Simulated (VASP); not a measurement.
# Ti4C in VASP: a series of runs

The runs below take Ti4C through single point, with PBE.

Everything below comes from runs of VASP 6.6.1. Logs are shortened: lines on timing, memory, paths and dates and some standing lists are left out, and cuts for length are marked.

**1. The cell of the first run**

The cell holds a slab with vacuum, 5 atoms: a = 3.256 Å, b = 3.256 Å, c = 20.180 Å, α = 90.00°, β = 90.00°, γ = 90.00°.

**2. Single point, PBE**

The input, INCAR:

```
SYSTEM = Ti4C
ALGO     = Normal         ! electronic algorithm
DIPOL    = 0.5 0.5 0.357
EDIFF    = 1E-7           ! SCF threshold, eV
ENCUT    = 520            ! plane-wave cutoff, eV
GGA      = PE             ! functional
IDIPOL   = 3            
ISIF     = 2              ! what is computed and relaxed
ISMEAR   = 0              ! smearing method
LASPH    = .True.         ! aspherical terms in the spheres
LCHARG   = .True.         ! write CHGCAR
LDIPOL   = .True.       
LELF     = .True.         ! ELF
LREAL    = .False.        ! projectors in reciprocal space
LVACPOTAV= .True.       
LVHAR    = .True.       
LWAVE    = .False.        ! write WAVECAR
NBANDS   = 34             ! bands
NELM     = 60             ! most SCF steps
PREC     = Accurate       ! precision mode
SIGMA    = 0.1            ! smearing width, eV
```

The input, KPOINTS:

```
k-points
0
Gamma
  8 8 1
  0 0 0
```

The input, POSCAR:

```
Ti4C
1.0
    3.2555055347      0.0000000000      0.0000000000
    0.0000000000      3.2555055347      0.0000000000
    0.0000000000      0.0000000000     20.1798089631
Ti C
4 1
Direct
    0.5000000000      0.5000000000      0.1982179320
    0.0000000000      0.0000000000      0.2788803788
    0.5000000000      0.5000000000      0.3551905195
    0.0000000000      0.0000000000      0.4301234456
    0.0000000000      0.0000000000      0.5241864493
```

Potentials or basis: VASP PAW PBE potentials, release 64 (Ti_sv, C).

Run with:

```sh
cat potpaw_PBE.64/Ti_sv/POTCAR potpaw_PBE.64/C/POTCAR > POTCAR
mpirun -np 1 vasp_std > vasp.out
```

OUTCAR:

```text
SYSTEM = Ti4C
   EDIFF = 1E-7
   ENCUT = 520
   GGA = PE
   ISIF = 2
   ISMEAR = 0
   LASPH = .True.
   LREAL = .False.
   NELM = 60
   PREC = Accurate

 ion  position               nearest neighbor table
   1  0.500  0.500  0.198-   2 2.82   2 2.82   2 2.82   2 2.82
   2  0.000  0.000  0.279-   3 2.77   3 2.77   3 2.77   3 2.77   1 2.82   1 2.82   1 2.82   1 2.82

   3  0.500  0.500  0.355-   4 2.75   4 2.75   4 2.75   4 2.75   2 2.77   2 2.77   2 2.77   2 2.77

   4  0.000  0.000  0.430-   5 1.90   3 2.75   3 2.75   3 2.75   3 2.75
   5  0.000  0.000  0.524-   4 1.90

  LATTYP: Found a simple tetragonal cell.
 ALAT       =     3.2555055347
 C/A-ratio  =     6.1986713732

  Lattice vectors:

 A1 = (   3.2555055347,   0.0000000000,   0.0000000000)
 A2 = (   0.0000000000,   3.2555055347,   0.0000000000)
 A3 = (   0.0000000000,   0.0000000000,  20.1798089631)

Analysis of symmetry for initial positions (statically):
=====================================================================
 Subroutine PRICEL returns:
 Original cell was already a primitive cell.

 Routine SETGRP: Setting up the symmetry group for a
 simple tetragonal supercell.

 Subroutine GETGRP returns: Found  8 space group operations
 (whereof  8 operations were pure point group operations)
 out of a pool of 16 trial point group operations.

The static configuration has the point symmetry C_4v.

Analysis of symmetry for dynamics (positions and initial velocities):
=====================================================================
 Subroutine PRICEL returns:
 Original cell was already a primitive cell.

 Routine SETGRP: Setting up the symmetry group for a
 simple tetragonal supercell.

 Subroutine GETGRP returns: Found  8 space group operations
 (whereof  8 operations were pure point group operations)
 out of a pool of 16 trial point group operations.

The dynamic configuration has the point symmetry C_4v.

 Subroutine INISYM returns: Found  8 space group operations
 (whereof  8 operations are pure point group operations),
 and found     1 'primitive' translations

----------------------------------------------------------------------------------------

                                     Primitive cell

  volume of cell :     213.8720

  direct lattice vectors                    reciprocal lattice vectors
     3.255505535  0.000000000  0.000000000     0.307171955  0.000000000  0.000000000
     0.000000000  3.255505535  0.000000000     0.000000000  0.307171955  0.000000000
     0.000000000  0.000000000 20.179808963     0.000000000  0.000000000  0.049554483

  length of vectors
     3.255505535  3.255505535 20.179808963     0.307171955  0.307171955  0.049554483

  position of ions in fractional coordinates (direct lattice)
     0.500000000  0.500000000  0.198217932
     0.000000000  0.000000000  0.278880379
     0.500000000  0.500000000  0.355190519
     0.000000000  0.000000000  0.430123446
     0.000000000  0.000000000  0.524186449

  ion indices of the primitive-cell ions
   primitive index   ion index
                 1           1
                 2           2
                 3           3
                 4           4
                 5           5

----------------------------------------------------------------------------------------

 KPOINTS: k-points

Automatic generation of k-mesh.
 Grid dimensions read from file:
 generate k-points for:    8    8    1

 Generating k-lattice:

  Cartesian coordinates                     Fractional coordinates (reciprocal lattice)
     0.038396494  0.000000000  0.000000000     0.125000000  0.000000000  0.000000000
     0.000000000  0.038396494  0.000000000     0.000000000  0.125000000  0.000000000
     0.000000000  0.000000000  0.049554483     0.000000000  0.000000000  1.000000000

  Length of vectors
     0.038396494  0.038396494  0.049554483

  Shift w.r.t. Gamma in fractional coordinates (k-lattice)
     0.000000000  0.000000000  0.000000000

 Subroutine IBZKPT returns following result:
 ===========================================

 Found     15 irreducible k-points:

 Following reciprocal coordinates:
            Coordinates               Weight
  0.000000  0.000000  0.000000      1.000000
  0.125000  0.000000  0.000000      4.000000
  0.250000  0.000000  0.000000      4.000000
  0.375000  0.000000  0.000000      4.000000
  0.500000  0.000000  0.000000      2.000000
  0.125000  0.125000  0.000000      4.000000
  0.250000  0.125000  0.000000      8.000000
  0.375000  0.125000  0.000000      8.000000
  0.500000  0.125000  0.000000      4.000000
  0.250000  0.250000  0.000000      4.000000
  0.375000  0.250000  0.000000      8.000000
  0.500000  0.250000  0.000000      4.000000
  0.375000  0.375000  0.000000      4.000000
  0.500000  0.375000  0.000000      4.000000
  0.500000  0.500000  0.000000      1.000000
   k-points           NKPTS =     15   k-points in BZ     NKDIM =     15   number of bands    NBANDS=     34
   number of dos      NEDOS =    301   number of ions     NIONS =      5
   total plane-waves  NPLWV =  86400
   dimension x,y,z NGX =    24 NGY =   24 NGZ =  150
   dimension x,y,z NGXF=    48 NGYF=   48 NGZF=  300
   ions per type =               4   1
   NGX,Y,Z   is equivalent  to a cutoff of  12.26, 12.26, 12.36 a.u.
   NGXF,Y,Z  is equivalent  to a cutoff of  24.51, 24.51, 24.71 a.u.
 SYSTEM =  Ti4C
   PREC   = accura    normal or accurate (medium, high low for compatibility)
   ISTART =      0    job   : 0-new  1-cont  2-samecut
   ICHARG =      2    charge: 1-file 2-atom 10-const
   ISPIN  =      1    spin polarized calculation?
   LNONCOLLINEAR =      F non collinear calculations
   LSORBIT =      F    spin-orbit coupling
   LASPH  =      T    aspherical Exc in radial PAW
   ENCUT  =  520.0 eV  38.22 Ry    6.18 a.u.   6.05  6.05 37.52*2*pi/ulx,y,z
   NELM   =     60;   NELMIN=  2; NELMDL= -5     # of ELM steps
   EDIFF  = 0.1E-06   stopping-criterion for ELM
   LREAL  =      F    real-space projection
   EDIFFG = 0.1E-05   stopping-criterion for IOM
   NSW    =      0    number of steps for IOM
   IBRION =     -1    ionic relax: 0-MD 1-quasi-New 2-CG
   NFREE  =      0    steps in history (QN), initial steepest desc. (CG)
   ISIF   =      2    stress and relaxation
   ISYM   =      2    0-nonsym 1-usesym 2-fastsym
   POTIM  = 0.5000    time-step for ionic-motion
   TEBEG  =    0.0;   TEEND  =   0.0 temperature during run
   PSTRESS=    0.0 pullay stress
   NELECT =      52.0000    total number of electrons
   NUPDOWN=      -1.0000    fix difference up-down
   EMIN   =  10.00;   EMAX   =-10.00  energy-range for DOS
   EFERMI =   0.00;   METHOD = LEGACY
   ISMEAR =     0;   SIGMA  =   0.10  broadening in eV -4-tet -1-fermi 0-gaus
   EFERMI_NEDOS =   21; number of points for ismear=-14 and -15
   IALGO  =     38    algorithm
   IMIX   =      4    mixing-type and parameters
     AMIX     =   0.40;   BMIX     =  1.00
     AMIX_MAG =   1.60;   BMIX_MAG =  1.00
  volume/ion in A,a.u.               =      42.77       288.66
  Fermi-wavevector in a.u.,A,eV,Ry     =   1.021781  1.930887 14.204987  1.044037
  Thomas-Fermi vector in A             =   2.155425
   LORBIT       =      0    0 simple, 1 ext, 2 COOP (PROOUT), +10 PAW based schemes
   GGA     = PE    functional components
   LHFCALC =     F    Hartree Fock is set to
   AEXX    =    0.0000 exact exchange contribution
   IVDW    =     0    specifies the selected vdW correction
   LEPSILON=     F    determine dielectric tensor
   LRPA    =     F    only Hartree local field effects (RPA)
 non-spin polarized calculation
 Gauss-broadening in eV      SIGMA  =   0.10
  energy-cutoff  :      520.00
  volume of cell :      213.87
 maximum number of plane-waves:      5810
   NGX = 13   NGY = 13   NGZ = 75

 number of electron      52.0000023 magnetization

 dipolmoment           0.000000      0.000000      0.212752 electrons x Angstroem

 Free energy of the ion-electron system (eV)
  ---------------------------------------------------
  ext. energy  EPLUGINS =         0.00000000
  ---------------------------------------------------
  free energy    TOTEN  =       -33.08561149 eV

  energy without entropy =      -33.03733232  energy(sigma->0) =      -33.06147191

 E-fermi :  -0.3998     XC(G=0):  -5.2829

 val. band max:       -0.4077995683   @ k =   0.3750   0.3750   0.0000
 cond. band min:      -0.3775897130   @ k =   0.3750   0.2500   0.0000
 fundamental gap:      0.0302098553
 Fermi energy:        -0.3998160669

 k-point     1 :       0.0000    0.0000    0.0000
  band No.  band energies     occupation
      1     -57.5016      2.00000
      2     -56.7994      2.00000
      3     -56.6652      2.00000
      4     -56.5271      2.00000
      5     -33.8410      2.00000
      6     -33.6585      2.00000
[... 26 lines left out ...]
     33       0.9506      0.00000
     34       1.3579      0.00000

 k-point     2 :       0.1250    0.0000    0.0000
  band No.  band energies     occupation
      1     -57.4996      2.00000
      2     -56.7912      2.00000
      3     -56.6662      2.00000
      4     -56.5304      2.00000
      5     -33.8423      2.00000
      6     -33.6791      2.00000
[... 26 lines left out ...]
     33       1.3066      0.00000
     34       1.4843      0.00000

 k-point     3 :       0.2500    0.0000    0.0000
  band No.  band energies     occupation
      1     -57.4947      2.00000
      2     -56.7690      2.00000
      3     -56.6709      2.00000
      4     -56.5386      2.00000
      5     -33.8464      2.00000
      6     -33.7273      2.00000
[... 26 lines left out ...]
     33       1.3458      0.00000
     34       1.5454      0.00000
[... 371 lines left out ...]
 k-point    14 :       0.5000    0.3750    0.0000
  band No.  band energies     occupation
      1     -57.4795      2.00000
      2     -56.7050      2.00000
      3     -56.6909      2.00000
      4     -56.5421      2.00000
      5     -33.8159      2.00000
      6     -33.7823      2.00000
[... 26 lines left out ...]
     33       1.5190      0.00000
     34       2.3353      0.00000

 k-point    15 :       0.5000    0.5000    0.0000
  band No.  band energies     occupation
      1     -57.4781      2.00000
      2     -56.7034      2.00000
      3     -56.6893      2.00000
      4     -56.5405      2.00000
      5     -33.8049      2.00000
      6     -33.7830      2.00000
[... 26 lines left out ...]
     33       1.6697      0.00000
     34       2.1717      0.00000

------------------------ aborting loop because EDIFF is reached ----------------------------------------

  FORCE on cell =-STRESS in cart. coord.  units (eV):
  Direction    XX          YY          ZZ          XY          YZ          ZX
  --------------------------------------------------------------------------------------
  -------------------------------------------------------------------------------------
  Total       -2.8217509     -2.8217509     -0.0542489      0.0000000      0.0000000      0.0000000
  in kB      -21.1385563    -21.1385563     -0.4063939      0.0000000      0.0000000      0.0000000
  external PRESSURE =     -14.2278355 kB  Pullay stress =       0.0000000 kB

 VOLUME and BASIS-vectors are now :
 -----------------------------------------------------------------------------
  energy-cutoff  :      520.00
  volume of cell :      213.87
      direct lattice vectors                 reciprocal lattice vectors
     3.255505535  0.000000000  0.000000000     0.307171955  0.000000000  0.000000000
     0.000000000  3.255505535  0.000000000     0.000000000  0.307171955  0.000000000
     0.000000000  0.000000000 20.179808963     0.000000000  0.000000000  0.049554483

 POSITION                                       TOTAL-FORCE (eV/Angst)
 -----------------------------------------------------------------------------------
      1.62775      1.62775      4.00000        -0.000000      0.000000      0.468858
      0.00000      0.00000      5.62775         0.000000      0.000000     -0.322071
      1.62775      1.62775      7.16768        -0.000000      0.000000     -0.694710
      0.00000      0.00000      8.67981        -0.000000      0.000000      0.487685
      0.00000      0.00000     10.57798        -0.000000      0.000000      0.060238
 -----------------------------------------------------------------------------------
    total drift:                                0.000000      0.000000     -0.000235

  FREE ENERGIE OF THE ION-ELECTRON SYSTEM (eV)
  ---------------------------------------------------
  free  energy   TOTEN  =       -33.0856114947 eV

  energy  without entropy=      -33.0373323215  energy(sigma->0) =      -33.06147191

 vacuum level on the upper side and lower side of the slab         6.506         2.873
```

Wall time 2.8 min (1 thread of AMD EPYC 9R45 (Zen 5), shared host); peak memory 0.29 GiB.

What came out:

```
Free energy            : -33.0856 eV
Largest force          : 0.695 eV/Å
Band gap on the k mesh : zero (bands 26 and 27 overlap by 0.91 eV)
```

Forces in eV/Å, atoms in the order of the input:
```
Ti   0.000  0.000  0.469
Ti   0.000  0.000 -0.322
Ti   0.000  0.000 -0.695
Ti   0.000  0.000  0.488
C    0.000  0.000  0.060
```

Levels at points of the mesh, in eV from the Fermi level:
```csv
k point,band 24,band 25,band 26,band 27,band 28,band 29
"(0.00, 0.00, 0.00)",-0.36,0.23,0.52,0.52,0.83,0.92
"(0.50, 0.00, 0.00)",-0.28,-0.16,-0.12,0.05,0.67,0.97
"(0.50, 0.50, 0.00)",-0.58,-0.53,-0.39,-0.39,0.32,0.32
```

**3. Single point, PBE**

The input, INCAR:

```
SYSTEM = Ti4C
PREC = Accurate
ENCUT = 520
EDIFF = 1E-6
ISMEAR = 0
SIGMA = 0.1
LREAL = .FALSE.
LASPH = .TRUE.
NELM = 80
ALGO = Normal
ISIF = 2
LWAVE = .FALSE.
LCHARG = .FALSE.
LDIPOL = .TRUE.
IDIPOL = 3
DIPOL = 0.5 0.5 0.342
GGA = PE
NBANDS = 34
```

The input, KPOINTS:

```
regular mesh
0
G
  8 8 1
  0 0 0
```

Edit POSCAR of step 2 so:

```diff
@@ -12,2 +12,2 @@
     0.0000000000      0.0000000000      0.4301234456
-    0.0000000000      0.0000000000      0.5241864493
+    0.5000000000      0.5000000000      0.4494923625
```

Potentials or basis: VASP PAW PBE potentials, release 64 (Ti_sv, C).

Run with:

```sh
cat potpaw_PBE.64/Ti_sv/POTCAR potpaw_PBE.64/C/POTCAR > POTCAR
mpirun -np 1 vasp_std > vasp.out
```

Wall time 2.1 min (1 thread of AMD EPYC 9R45 (Zen 5), shared host); peak memory 0.29 GiB.

It converged, with:

```
Free energy            : -38.3975 eV
Largest force          : 2.607 eV/Å
Band gap on the k mesh : zero (bands 26 and 27 overlap by 0.48 eV)
```

Forces on the atoms (eV/Å):
```
Ti   0.000  0.000  0.291
Ti   0.000  0.000 -0.801
Ti   0.000  0.000 -2.121
Ti   0.000  0.000  2.607
C    0.000  0.000  0.024
```

Levels at points of the mesh, in eV from the Fermi level:
| k point | band 22 | band 23 | band 24 | band 25 | band 26 | band 27 | band 28 | band 29 | band 30 | band 31 |
| --- | --- | --- | --- | --- | --- | --- | --- | --- | --- | --- |
| (0.00, 0.00, 0.00) | -1.33 | -0.90 | -0.26 | -0.26 | 0.20 | 0.69 | 0.95 | 0.95 | 0.95 | 1.16 |
| (0.50, 0.00, 0.00) | -1.85 | -0.74 | -0.46 | -0.17 | 0.13 | 0.20 | 0.32 | 0.84 | 1.24 | 1.94 |
| (0.50, 0.50, 0.00) | -0.83 | -0.63 | -0.63 | -0.22 | -0.22 | 0.03 | 0.04 | 0.04 | 2.00 | 2.08 |
